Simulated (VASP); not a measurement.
Si: single point with PBE+D3(BJ)

Si:

```
Si
1.0
     0.00000    2.72185    2.72185
     2.72185    0.00000    2.72185
     2.72185    2.72185    0.00000
Si
2
Direct
  0.25000 0.25000 0.25000
  0.00000 0.00000 0.00000
```

```yaml
Program: VASP 6.6.1
Task: single point
Functional: PBE
Dispersion: D3(BJ)
Potentials_or_basis: VASP PAW PBE potentials, release 64 (Si)
Cutoff: 500 eV
k_mesh: 6 × 6 × 6
Occupations: gaussian, width 0.1 eV
Spin: no spin polarisation
```

```json
{
  "Pressure": "-1.1 GPa",
  "Band gap on the k mesh": "0.72 eV, indirect (least direct gap 2.56 eV)",
  "Dispersion energy per atom": "-0.312 eV"
}
```

Levels at points of the mesh, in eV from the valence-band top:
```tsv
k point	band 1	band 2	band 3	band 4	band 5	band 6	band 7	band 8	band 9
(0.00, 0.00, 0.00)	-11.91	0.00	0.00	0.00	2.56	2.56	2.56	3.29	7.71
(0.50, 0.00, 0.00)	-9.60	-6.93	-1.19	-1.19	1.51	3.34	3.34	7.72	10.53
(0.50, 0.50, 0.00)	-7.79	-7.79	-2.83	-2.83	0.72	0.72	10.05	10.05	10.95
```

Run time: 3.9 s on 1 thread of Intel(R) Xeon(R) Platinum 8488C (Sapphire Rapids) (shared host), peak memory 0.15 GiB.

A k mesh can miss the band edges. A hybrid or GW would open this gap; PBE tends to underestimate it.
